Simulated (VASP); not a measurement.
Set up this calculation in VASP 6.6.1, as the native input.

```
Task                   : single point
Functional             : PBE
Potentials or basis    : VASP PAW PBE potentials, release 64 (Ti_sv, Ge_d)
Cutoff                 : 520 eV
k mesh                 : 6 × 6 × 2
Occupations            : gaussian, width 0.1 eV
Spin                   : collinear spin
Starting moments       : [1.0, 1.0, 1.0, 1.0, 0.0] μB
Dipole correction      : no
Further INCAR settings : ALGO = Normal; EDIFF = 1e-06; NBANDS = 43
```

The structure of Ti4Ge lies in POSCAR:

```
Ti4Ge
1.0
    2.9723723118      0.0000000000      0.0000000000
   -1.4861861559      2.5741499315      0.0000000000
    0.0000000000      0.0000000000     11.2311809395
Ti Ge
4 1
Direct
    0.3333333333      0.6666666667      0.1932633547
    0.6666666667      0.3333333333      0.3934358000
    0.3333333333      0.6666666667      0.6065642000
    0.6666666667      0.3333333333      0.8067366453
    0.0000000000      0.0000000000      0.0000000000
```

The cell was generated, and may not be a known phase.

The input as run:

INCAR

```
SYSTEM = Ti4Ge
ALGO = Normal
EDIFF = 1E-6
ENCUT = 520
GGA = PE
ISIF = 2
ISMEAR = 0
ISPIN = 2
LASPH = .True.
LCHARG = .True.
LELF = .True.
LMAXMIX = 4
LORBIT = 11
LREAL = .False.
LVHAR = .True.
LWAVE = .False.
MAGMOM = 1 1 1 1 0
NBANDS = 43
NELM = 150
PREC = Accurate
SIGMA = 0.1
```

KPOINTS

```
k-points
0
Gamma
  6 6 2
  0 0 0
```

Potentials or basis: VASP PAW PBE potentials, release 64 (Ti_sv, Ge_d).

Run with:

```bash
$ cat potpaw_PBE.64/Ti_sv/POTCAR potpaw_PBE.64/Ge_d/POTCAR > POTCAR
$ mpirun -np 1 vasp_std > vasp.out
```

Results of the run:

* Pressure: -0.2 GPa
* Largest force: 0.026 eV/Å
* Band gap on the k mesh: zero (filled and empty bands overlap)
* Net moment: 0.00 μB per cell
* Valence electrons inside the program's atomic spheres: Ti 10.24, 10.22 (each value once); Ge 12.38

Caveat: the k points lie up to 0.41 Å⁻¹ apart, too coarse for converged energies and pressures of a metal.

Wall time 99 s on 1 thread of AMD EPYC 9R45 96-Core Processor (Zen 5) (shared host), peak memory 0.25 GiB.
